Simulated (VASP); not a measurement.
Here is a VASP 6.6.1 calculation.

File INCAR:

```
PREC = Accurate
ENCUT = 500
EDIFF = 1E-6
ISMEAR = -1
SIGMA = 0.05
LREAL = False
LASPH = True
NELM = 120
ALGO = Normal
ISIF = 2
LWAVE = False
LCHARG = False
NBANDS = 22
GGA_COMPAT = False
```

Contents of KPOINTS:

```
regular mesh
0
Gamma
  6 6 6
```

File POSCAR:

```
Bi
1.0
    4.7289800000      0.0000000000      0.0000000000
    2.5544918684      3.9796762600      0.0000000000
    2.5544918684      1.3957698785      3.7268820186
Bi
2
Direct
    0.2340000000      0.2340000000      0.2340000000
    0.7660000000      0.7660000000      0.7660000000
```

Potentials or basis: VASP PAW LDA potentials, release 64 (Bi_d).

Command:

```bash
$ cat potpaw_LDA.64/Bi_d/POTCAR > POTCAR
$ mpirun -np 1 vasp_std > vasp.out
```

(1) What does it give for the largest force?

(2) Estimate the band gap on the k mesh.

(3) What does it give for the pressure?

## Answers

(1) 0.013 eV/Å.

(2) zero (band 15 reaches 6.01 eV, above the bottom of band 16 at 5.86 eV).

(3) -1.4 GPa.

Caveat: spin-orbit coupling is left out, which moves the levels of the heavy elements.
